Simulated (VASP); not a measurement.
# SiO2 (I4/mmm) in VASP: a series of runs

The runs below take SiO2 through single point, with LDA.

All numbers are computed with VASP 6.6.1; they aren't measurements. Logs are shortened: lines on timing, memory, paths and dates and some standing lists are left out, and cuts for length are marked.

## 1. The cell of the first run

It takes space group I4/mmm (No. 139, tetragonal). Conventional cell: a = 12.820 Å, b = 12.820 Å, c = 5.215 Å, α = 90.00°, β = 90.00°, γ = 90.00°. Within 2.1 Å of Si (site symmetry m) lie 4 O at 1.60 Å. Within 2.1 Å of O (site symmetry 2) lie 2 Si at 1.60 Å. Within 2.1 Å of O (site symmetry m2m) lie 2 Si at 1.60 Å. O (site symmetry m2m) has 2 Si at 1.60 Å within 2.1 Å.

## 2. Single point, LDA (17.86 Å³/atom)

INCAR

```
SYSTEM = SiO2
PREC = Accurate
ENCUT = 520
EDIFF = 1E-7
ISMEAR = 0
SIGMA = 0.02
LREAL = Auto
LASPH = .True.
NELM = 60
ALGO = Normal
ISIF = 2
LWAVE = .False.
LCHARG = .False.
GGA = CA
NBANDS = 82
```

KPOINTS

```
regular mesh
0
Gamma
  6 6 6
  0 0 0
```

POSCAR

```
SiO2
1.0
   -6.4099077851      6.4099077851      2.6074409768
    6.4099077851     -6.4099077851      2.6074409768
    6.4099077851      6.4099077851     -2.6074409768
Si O
8 16
Direct
    0.2074563955      0.3822103642      0.5896667597
    0.3822103642      0.7925436045      0.1747539687
    0.6177896358      0.2074563955      0.8252460313
    0.7925436045      0.3822103642      0.1747539687
    0.2074563955      0.6177896358      0.8252460313
    0.7925436045      0.6177896358      0.4103332403
    0.3822103642      0.2074563955      0.5896667597
    0.6177896358      0.7925436045      0.4103332403
    0.8873763792      0.1126236208      0.5000000000
    0.1126236208      0.6126236208      0.2252472416
    0.3873763792      0.8873763792      0.7747527584
    0.6126236208      0.3873763792      0.5000000000
    0.1126236208      0.8873763792      0.5000000000
    0.8873763792      0.3873763792      0.7747527584
    0.6126236208      0.1126236208      0.2252472416
    0.3873763792      0.6126236208      0.5000000000
    0.2490393928      0.5000000000      0.7490393928
    0.5000000000      0.7509606072      0.2509606072
    0.5000000000      0.2490393928      0.7490393928
    0.7509606072      0.5000000000      0.2509606072
    0.3069399637      0.3069399637      0.6138799274
    0.3069399637      0.6930600363      0.0000000000
    0.6930600363      0.3069399637      0.0000000000
    0.6930600363      0.6930600363      0.3861200726
```

Potentials or basis: VASP PAW LDA potentials, release 64 (Si, O).

Run with:

```
$ cat potpaw_LDA.64/Si/POTCAR potpaw_LDA.64/O/POTCAR > POTCAR
$ mpirun -np 1 vasp_std > vasp.out
```

OUTCAR:

```text
SYSTEM = SiO2
   PREC = Accurate
   ENCUT = 520
   EDIFF = 1E-7
   ISMEAR = 0
   LREAL = Auto
   LASPH = .True.
   NELM = 60
   ISIF = 2
   GGA = CA

 ion  position               nearest neighbor table
   1  0.207  0.382  0.590-  21 1.60  17 1.60   9 1.60  16 1.60   5 3.02   8 3.07   8 3.07
   2  0.382  0.793  0.175-  22 1.60  18 1.60  10 1.60  15 1.60   8 3.02   4 3.07   4 3.07
   3  0.618  0.207  0.825-  23 1.60  19 1.60  14 1.60  11 1.60   7 3.02   5 3.07   5 3.07
   4  0.793  0.382  0.175-  23 1.60  20 1.60  15 1.60  10 1.60   6 3.02   2 3.07   2 3.07
   5  0.207  0.618  0.825-  22 1.60  17 1.60  11 1.60  14 1.60   1 3.02   3 3.07   3 3.07
   6  0.793  0.618  0.410-  24 1.60  20 1.60  12 1.60  13 1.60   4 3.02   7 3.07   7 3.07
   7  0.382  0.207  0.590-  21 1.60  19 1.60  12 1.60  13 1.60   3 3.02   6 3.07   6 3.07
   8  0.618  0.793  0.410-  24 1.60  18 1.60   9 1.60  16 1.60   2 3.02   1 3.07   1 3.07
   9  0.887  0.113  0.500-   1 1.60   8 1.60
  10  0.113  0.613  0.225-   2 1.60   4 1.60
  11  0.387  0.887  0.775-   5 1.60   3 1.60
  12  0.613  0.387  0.500-   6 1.60   7 1.60
  13  0.113  0.887  0.500-   6 1.60   7 1.60
  14  0.887  0.387  0.775-   3 1.60   5 1.60
[... 8 lines left out ...]
  23  0.693  0.307  0.000-   3 1.60   4 1.60
  24  0.693  0.693  0.386-   6 1.60   8 1.60

  LATTYP: Found a body centered tetragonal cell.
 ALAT       =    12.8198155702
 C/A-ratio  =     0.4067829155

  Lattice vectors:

 A1 = (  -6.4099077851,   6.4099077851,   2.6074409768)
 A2 = (   6.4099077851,  -6.4099077851,   2.6074409768)
 A3 = (   6.4099077851,   6.4099077851,  -2.6074409768)

Analysis of symmetry for initial positions (statically):
=====================================================================
 Subroutine PRICEL returns:
 Original cell was already a primitive cell.

 Routine SETGRP: Setting up the symmetry group for a
 body centered tetragonal supercell.

 Subroutine GETGRP returns: Found 16 space group operations
 (whereof 16 operations were pure point group operations)
 out of a pool of 16 trial point group operations.

The static configuration has the point symmetry D_4h.

Analysis of symmetry for dynamics (positions and initial velocities):
=====================================================================
 Subroutine PRICEL returns:
 Original cell was already a primitive cell.

 Routine SETGRP: Setting up the symmetry group for a
 body centered tetragonal supercell.

 Subroutine GETGRP returns: Found 16 space group operations
 (whereof 16 operations were pure point group operations)
 out of a pool of 16 trial point group operations.

The dynamic configuration has the point symmetry D_4h.

 Subroutine INISYM returns: Found 16 space group operations
 (whereof 16 operations are pure point group operations),
 and found     1 'primitive' translations

----------------------------------------------------------------------------------------

                                     Primitive cell

  volume of cell :     428.5269

  direct lattice vectors                    reciprocal lattice vectors
    -6.409907785  6.409907785  2.607440977     0.000000000  0.078004242  0.191758895
     6.409907785 -6.409907785  2.607440977     0.078004242  0.000000000  0.191758895
     6.409907785  6.409907785 -2.607440977     0.078004242  0.078004242  0.000000000

  length of vectors
     9.432527979  9.432527979  9.432527979     0.207017235  0.207017235  0.110314657

  position of ions in fractional coordinates (direct lattice)
     0.207456396  0.382210364  0.589666760
     0.382210364  0.792543604  0.174753969
     0.617789636  0.207456396  0.825246031
     0.792543604  0.382210364  0.174753969
     0.207456396  0.617789636  0.825246031
     0.792543604  0.617789636  0.410333240
[... 16 lines left out ...]
     0.693060036  0.306939964  0.000000000
     0.693060036  0.693060036  0.386120073

  ion indices of the primitive-cell ions
   primitive index   ion index
                 1           1
                 2           2
                 3           3
                 4           4
                 5           5
                 6           6
[... 16 lines left out ...]
                23          23
                24          24

----------------------------------------------------------------------------------------

 KPOINTS: regular mesh

Automatic generation of k-mesh.
 Grid dimensions read from file:
 generate k-points for:    6    6    6

 Generating k-lattice:

  Cartesian coordinates                     Fractional coordinates (reciprocal lattice)
     0.000000000  0.013000707  0.031959816     0.166666667  0.000000000  0.000000000
     0.013000707  0.000000000  0.031959816     0.000000000  0.166666667  0.000000000
     0.013000707  0.013000707  0.000000000     0.000000000  0.000000000  0.166666667

  Length of vectors
     0.034502872  0.034502872  0.018385776

  Shift w.r.t. Gamma in fractional coordinates (k-lattice)
     0.000000000  0.000000000  0.000000000

 Subroutine IBZKPT returns following result:
 ===========================================

 Found     30 irreducible k-points:

 Following reciprocal coordinates:
            Coordinates               Weight
  0.000000  0.000000  0.000000      1.000000
  0.166667  0.000000 -0.000000      8.000000
  0.333333  0.000000 -0.000000      8.000000
  0.500000 -0.000000  0.000000      4.000000
  0.166667  0.166667 -0.000000      8.000000
  0.333333  0.166667 -0.000000     16.000000
[... 16 lines left out ...]
 -0.333333 -0.333333  0.166667      8.000000
 -0.166667 -0.333333  0.166667      8.000000
 [... further k-points ...]
   k-points           NKPTS =     30   k-points in BZ     NKDIM =     30   number of bands    NBANDS=     82
   number of dos      NEDOS =    301   number of ions     NIONS =     24
   total plane-waves  NPLWV = 343000
   dimension x,y,z NGX =    70 NGY =   70 NGZ =   70
   dimension x,y,z NGXF=   140 NGYF=  140 NGZF=  140
   ions per type =               8  16
   NGX,Y,Z   is equivalent  to a cutoff of  12.34, 12.34, 12.34 a.u.
   NGXF,Y,Z  is equivalent  to a cutoff of  24.67, 24.67, 24.67 a.u.
 SYSTEM =  SiO2
   PREC   = accura    normal or accurate (medium, high low for compatibility)
   ISTART =      0    job   : 0-new  1-cont  2-samecut
   ICHARG =      2    charge: 1-file 2-atom 10-const
   ISPIN  =      1    spin polarized calculation?
   LNONCOLLINEAR =      F non collinear calculations
   LSORBIT =      F    spin-orbit coupling
   LASPH  =      T    aspherical Exc in radial PAW
   ENCUT  =  520.0 eV  38.22 Ry    6.18 a.u.  17.54 17.54 17.54*2*pi/ulx,y,z
   NELM   =     60;   NELMIN=  2; NELMDL= -5     # of ELM steps
   EDIFF  = 0.1E-06   stopping-criterion for ELM
   LREAL  =      T    real-space projection
   EDIFFG = 0.1E-05   stopping-criterion for IOM
   NSW    =      0    number of steps for IOM
   IBRION =     -1    ionic relax: 0-MD 1-quasi-New 2-CG
   NFREE  =      0    steps in history (QN), initial steepest desc. (CG)
   ISIF   =      2    stress and relaxation
   ISYM   =      2    0-nonsym 1-usesym 2-fastsym
   POTIM  = 0.5000    time-step for ionic-motion
   TEBEG  =    0.0;   TEEND  =   0.0 temperature during run
   PSTRESS=    0.0 pullay stress
   NELECT =     128.0000    total number of electrons
   NUPDOWN=      -1.0000    fix difference up-down
   EMIN   =  10.00;   EMAX   =-10.00  energy-range for DOS
   EFERMI =   0.00;   METHOD = LEGACY
   ISMEAR =     0;   SIGMA  =   0.02  broadening in eV -4-tet -1-fermi 0-gaus
   EFERMI_NEDOS =   21; number of points for ismear=-14 and -15
   IALGO  =     38    algorithm
   IMIX   =      4    mixing-type and parameters
     AMIX     =   0.40;   BMIX     =  1.00
     AMIX_MAG =   1.60;   BMIX_MAG =  1.00
  volume/ion in A,a.u.               =      17.86       120.49
  Fermi-wavevector in a.u.,A,eV,Ry     =   1.094340  2.068002 16.294056  1.197579
  Thomas-Fermi vector in A             =   2.230642
   LORBIT       =      0    0 simple, 1 ext, 2 COOP (PROOUT), +10 PAW based schemes
   GGA     = CA    functional components
   LHFCALC =     F    Hartree Fock is set to
   AEXX    =    0.0000 exact exchange contribution
   IVDW    =     0    specifies the selected vdW correction
   LEPSILON=     F    determine dielectric tensor
   LRPA    =     F    only Hartree local field effects (RPA)
 non-spin polarized calculation
 Gauss-broadening in eV      SIGMA  =   0.02
  energy-cutoff  :      520.00
  volume of cell :      428.53
 maximum number of plane-waves:     11590
   NGX = 35   NGY = 35   NGZ = 35

 number of electron     128.0000040 magnetization

 Free energy of the ion-electron system (eV)
  ---------------------------------------------------
  ext. energy  EPLUGINS =         0.00000000
  ---------------------------------------------------
  free energy    TOTEN  =      -207.20162856 eV

  energy without entropy =     -207.20162856  energy(sigma->0) =     -207.20162856

 E-fermi :  -1.4245     XC(G=0):  -7.5273

 val. band max:       -1.5775323664   @ k =   0.5000   0.5000   0.5000
 cond. band min:       3.9389691420   @ k =   0.0000   0.0000   0.0000
 fundamental gap:      5.5165015084
 Fermi energy:        -1.4244791972

 k-point     1 :       0.0000    0.0000    0.0000
  band No.  band energies     occupation
      1     -20.9642      2.00000
      2     -20.5308      2.00000
      3     -20.3412      2.00000
      4     -20.3412      2.00000
      5     -19.5879      2.00000
      6     -19.5879      2.00000
[... 68 lines left out ...]
     75       7.5611      0.00000
     76       7.7934      0.00000

 k-point     2 :       0.1667    0.0000   -0.0000
  band No.  band energies     occupation
      1     -20.8995      2.00000
      2     -20.5133      2.00000
      3     -20.3070      2.00000
      4     -20.2487      2.00000
      5     -19.7268      2.00000
      6     -19.6472      2.00000
[... 1730 lines left out ...]
 k-point    24 :      -0.1667   -0.3333    0.1667
  band No.  band energies     occupation
      1     -20.5140      2.00000
      2     -20.3782      2.00000
      3     -20.3762      2.00000
      4     -20.0415      2.00000
      5     -20.0222      2.00000
      6     -19.6277      2.00000
[... 68 lines left out ...]
     75       7.9469      0.00000
     76       8.0752      0.00000

 [... further k-points ...]

 [bands above 76 left out]

------------------------ aborting loop because EDIFF is reached ----------------------------------------

  FORCE on cell =-STRESS in cart. coord.  units (eV):
  Direction    XX          YY          ZZ          XY          YZ          ZX
  --------------------------------------------------------------------------------------
  -------------------------------------------------------------------------------------
  Total        3.9008579      3.9008579      4.2704399      0.0000000     -0.0000000      0.0000000
  in kB       14.5845377     14.5845377     15.9663320      0.0000000     -0.0000000      0.0000000
  external PRESSURE =      15.0451358 kB  Pullay stress =       0.0000000 kB

 VOLUME and BASIS-vectors are now :
 -----------------------------------------------------------------------------
  energy-cutoff  :      520.00
  volume of cell :      428.53
      direct lattice vectors                 reciprocal lattice vectors
    -6.409907785  6.409907785  2.607440977     0.000000000  0.078004242  0.191758895
     6.409907785 -6.409907785  2.607440977     0.078004242  0.000000000  0.191758895
     6.409907785  6.409907785 -2.607440977     0.078004242  0.078004242  0.000000000

 POSITION                                       TOTAL-FORCE (eV/Angst)
 -----------------------------------------------------------------------------------
      4.89987      2.65955      0.00000         0.033050      0.008963      0.000000
      3.75036     -1.51004      2.60744        -0.008963      0.033050      0.000000
      2.65955      7.91995      0.00000         0.008963     -0.033050     -0.000000
     -1.51004      3.75036      2.60744         0.033050     -0.008963      0.000000
      7.91995      2.65955      0.00000        -0.033050      0.008963     -0.000000
      1.51004      3.75036      2.60744        -0.033050     -0.008963     -0.000000
[... 16 lines left out ...]
     -2.47499      2.47499      2.60744        -0.005888      0.005888     -0.000000
      2.47499      2.47499      2.60744         0.005888      0.005888     -0.000000
 -----------------------------------------------------------------------------------
    total drift:                                0.000000      0.000000     -0.000000

  FREE ENERGIE OF THE ION-ELECTRON SYSTEM (eV)
  ---------------------------------------------------
  free  energy   TOTEN  =      -207.2016285580 eV

  energy  without entropy=     -207.2016285580  energy(sigma->0) =     -207.20162856
```

Run time: 41 min. Hardware: 1 thread of AMD EPYC 9R45 (Zen 5), shared host; peak memory 0.89 GiB.

What came out:

```
Free energy            : -207.2016 eV
Pressure               : 1.5 GPa
Largest force          : 0.034 eV/Å
Band gap on the k mesh : 5.52 eV
```

Forces in eV/Å, atoms in the order of the input:
```
Si   0.033  0.009  0.000
Si  -0.009  0.033  0.000
Si   0.009 -0.033  0.000
Si   0.033 -0.009  0.000
Si  -0.033  0.009  0.000
Si  -0.033 -0.009  0.000
Si   0.009  0.033  0.000
Si  -0.009 -0.033  0.000
O    0.012 -0.012  0.000
O    0.012  0.012  0.000
O   -0.012 -0.012  0.000
O   -0.012  0.012  0.000
O   -0.012  0.012  0.000
O   -0.012 -0.012  0.000
O    0.012  0.012  0.000
O    0.012 -0.012  0.000
O    0.000  0.033  0.000
O   -0.033  0.000  0.000
O    0.033  0.000  0.000
O    0.000 -0.033  0.000
O   -0.006 -0.006  0.000
O    0.006 -0.006  0.000
O   -0.006  0.006  0.000
O    0.006  0.006  0.000
```

Levels at points of the mesh, in eV from the valence-band top:
| k point | band 61 | band 62 | band 63 | band 64 | band 65 | band 66 | band 67 | band 68 |
| --- | --- | --- | --- | --- | --- | --- | --- | --- |
| (0.00, 0.00, 0.00) | -0.49 | -0.21 | -0.21 | 0.00 | 5.52 | 7.45 | 7.71 | 7.71 |
| (0.50, 0.00, 0.00) | -0.73 | -0.53 | -0.52 | -0.38 | 7.53 | 7.60 | 8.16 | 8.19 |
| (0.50, 0.50, 0.00) | -0.37 | -0.33 | -0.20 | 0.00 | 6.09 | 6.26 | 8.04 | 8.05 |
| (0.50, 0.50, 0.50) | -0.37 | -0.29 | -0.29 | 0.00 | 6.50 | 6.50 | 6.97 | 7.15 |

## 3. Single point, LDA

This run uses another cell than the first one, of 18.41 Å³/atom.

INCAR

```
SYSTEM = SiO2
PREC = Accurate
ENCUT = 520
EDIFF = 1E-6
ISMEAR = 0
SIGMA = 0.02
LREAL = Auto
LASPH = .TRUE.
NELM = 100
ALGO = Normal
ISIF = 2
LWAVE = .FALSE.
LCHARG = .FALSE.
NBANDS = 82
```

KPOINTS

```
regular mesh
0
G
  6 6 6
  0 0 0
```

POSCAR

```
SiO2
1.0
   -6.4970212392      6.4970212392      2.6164819458
    6.4970212392     -6.4970212392      2.6164819458
    6.4970212392      6.4970212392     -2.6164819458
Si O
8 16
Direct
    0.2101596134      0.3812648828      0.5914244962
    0.3812648828      0.7898403866      0.1711052694
    0.6187351172      0.2101596134      0.8288947306
    0.7898403866      0.3812648828      0.1711052694
    0.2101596134      0.6187351172      0.8288947306
    0.7898403866      0.6187351172      0.4085755038
    0.3812648828      0.2101596134      0.5914244962
    0.6187351172      0.7898403866      0.4085755038
    0.8927359016      0.1072640984      0.5000000000
    0.1072640984      0.6072640984      0.2145281968
    0.3927359016      0.8927359016      0.7854718032
    0.6072640984      0.3927359016      0.5000000000
    0.1072640984      0.8927359016      0.5000000000
    0.8927359016      0.3927359016      0.7854718032
    0.6072640984      0.1072640984      0.2145281968
    0.3927359016      0.6072640984      0.5000000000
    0.2430949025      0.5000000000      0.7430949025
    0.5000000000      0.7569050975      0.2569050975
    0.5000000000      0.2430949025      0.7430949025
    0.7569050975      0.5000000000      0.2569050975
    0.3132954447      0.3132954447      0.6265908894
    0.3132954447      0.6867045553      0.0000000000
    0.6867045553      0.3132954447      0.0000000000
    0.6867045553      0.6867045553      0.3734091106
```

Potentials or basis: VASP PAW LDA potentials, release 64 (Si, O).

Run with:

```
$ cat potpaw_LDA.64/Si/POTCAR potpaw_LDA.64/O/POTCAR > POTCAR
$ mpirun -np 1 vasp_std > vasp.out
```

Run time: 45 min. Hardware: 1 thread of Oxide Virtual Turin-like, shared host; peak memory 0.89 GiB.

The run converged. Its results:

| Quantity | Value |
| --- | --- |
| Free energy | -207.2711 eV |
| Pressure | 0.4 GPa |
| Largest force | 0.034 eV/Å |
| Band gap on the k mesh | 5.50 eV |

Forces in eV/Å, atoms in the order of the input:
```
Si   0.034  0.003  0.000
Si  -0.003  0.034  0.000
Si   0.003 -0.034  0.000
Si   0.034 -0.003  0.000
Si  -0.034  0.003  0.000
Si  -0.034 -0.003  0.000
Si   0.003  0.034  0.000
Si  -0.003 -0.034  0.000
O    0.012 -0.012  0.000
O    0.012  0.012  0.000
O   -0.012 -0.012  0.000
O   -0.012  0.012  0.000
O   -0.012  0.012  0.000
O   -0.012 -0.012  0.000
O    0.012  0.012  0.000
O    0.012 -0.012  0.000
O    0.000  0.020  0.000
O   -0.020  0.000  0.000
O    0.020  0.000  0.000
O    0.000 -0.020  0.000
O    0.001  0.001  0.000
O   -0.001  0.001  0.000
O    0.001 -0.001  0.000
O   -0.001 -0.001  0.000
```

Levels at points of the mesh, in eV from the valence-band top:
```csv
k point,band 62,band 63,band 64,band 65,band 66,band 67
"(0.00, 0.00, 0.00)",-0.15,-0.15,0.00,5.50,7.37,7.66
"(0.50, 0.00, 0.00)",-0.44,-0.43,-0.27,7.52,7.54,8.10
"(0.50, 0.50, 0.00)",-0.31,-0.14,0.00,6.04,6.23,7.93
"(0.50, 0.50, 0.50)",-0.28,-0.25,-0.01,6.45,6.45,6.88
```

A k mesh can miss the band edges.
